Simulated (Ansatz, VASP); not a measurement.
## Two plane-wave programs on Ag

```
Ag
1.0
     2.93000    0.00000    0.00000
    -1.46500    2.53745    0.00000
     0.00000    0.00000    4.79000
Ag
2
Direct
  0.45156 0.90312 0.25000
  0.66667 0.33333 0.75000
```

Alike in both runs: task single point; functional r2SCAN; k mesh 18 × 18 × 10; occupations gaussian, width 0.15 eV; no spin polarisation.

```csv
,VASP,Ansatz
version,VASP 6.6.1,Ansatz 0.2.0
potentials or method,"VASP PAW PBE potentials, release 64 (Ag), cutoff 520 eV","scalar-relativistic, plane waves, PAW"
valence electrons in the cell,22,38
```

```tsv
	VASP	Ansatz	Ansatz less VASP
gap on the k mesh at the Fermi level (eV)	none	none	-
pressure (GPa)	1.0	0.8	-0.16
traceless stress, the component that is largest in VASP (GPa)	7.33	7.23	-0.103
rms of the force components (eV/Å)	0.437	0.431	-0.0061
```

VASP's potentials were made for PBE, not for r2SCAN. Atom by atom the forces differ by 0.006 eV/Å (rms over components). A gap of «none» marks a metal or a gap that the smearing closes. With one functional, cell and mesh, what is left measures potentials, basis and numerics. VASP's potentials hold 22 valence electrons a cell and Ansatz's 38, so a difference there can come from the potentials and not from the codes.
